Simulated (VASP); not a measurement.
Wanted: the native input for a VASP 6.6.1 run.

```
Task                   : relaxation of cell and atoms
Functional             : PBE
Potentials or basis    : VASP PAW PBE potentials, release 64 (Be, Ga_d, C)
Cutoff                 : 600 eV
k mesh                 : 15 × 15 × 4
Occupations            : gaussian, width 0.1 eV
Spin                   : no spin polarisation
Dipole correction      : no
Further INCAR settings : ALGO = Normal; EDIFF = 1e-07; IBRION = 2; EDIFFG = -0.01; NSW = 100; ISIF = 3
```

The structure of Be2Ga2C3 lies in POSCAR:

```
Be2Ga2C3
1.0
    2.8598988128      0.0000000000      0.0000000000
   -1.4299494064      2.4767450242      0.0000000000
    0.0000000000      0.0000000000     12.0586681103
Be Ga C
2 2 3
Direct
    0.3333333333      0.6666666667      0.5000000000
    0.6666666667      0.3333333333      0.5000000000
    0.0000000000      0.0000000000      0.2660658137
    0.0000000000      0.0000000000      0.7339341863
    0.0000000000      0.0000000000      0.5000000000
    0.3333333333      0.6666666667      0.0000000000
    0.6666666667      0.3333333333      0.0000000000
```

These files were run (other wordings do the same):

INCAR

```
SYSTEM = Be2Ga2C3
PREC = Accurate
ENCUT = 600
EDIFF = 1E-7
ISMEAR = 0
SIGMA = 0.1
LREAL = .FALSE.
LASPH = .TRUE.
NELM = 100
ALGO = Normal
ISIF = 3
LWAVE = .FALSE.
LCHARG = .FALSE.
GGA = PE
IBRION = 2
NSW = 100
EDIFFG = -0.01
```

KPOINTS

```
Automatic mesh
0
G
  15 15 4
  0 0 0
```

Potentials or basis: VASP PAW PBE potentials, release 64 (Be, Ga_d, C).

Launch:

```sh
$ cat potpaw_PBE.64/Be/POTCAR potpaw_PBE.64/Ga_d/POTCAR potpaw_PBE.64/C/POTCAR > POTCAR
$ mpirun -np 1 vasp_std > vasp.out
```

It gave:

```yaml
Relaxed_volume: 12.73 Å³/atom
Relaxed_cell: a = 2.853 Å, b = 2.853 Å, c = 12.648 Å, α = 90.00°, β = 90.00°, γ = 120.00°
Space_group_after_relaxing_to_0.05_Å: P6/mmm (No. 191)
Energy_gained_by_relaxing: 3.7 meV/atom
Ionic_steps: 7
Pressure_after_relaxing: 0.0 GPa
```

Wall time 13 min on 1 thread of Intel(R) Xeon(R) Platinum 8488C (Sapphire Rapids) (shared host), peak memory 0.37 GiB.
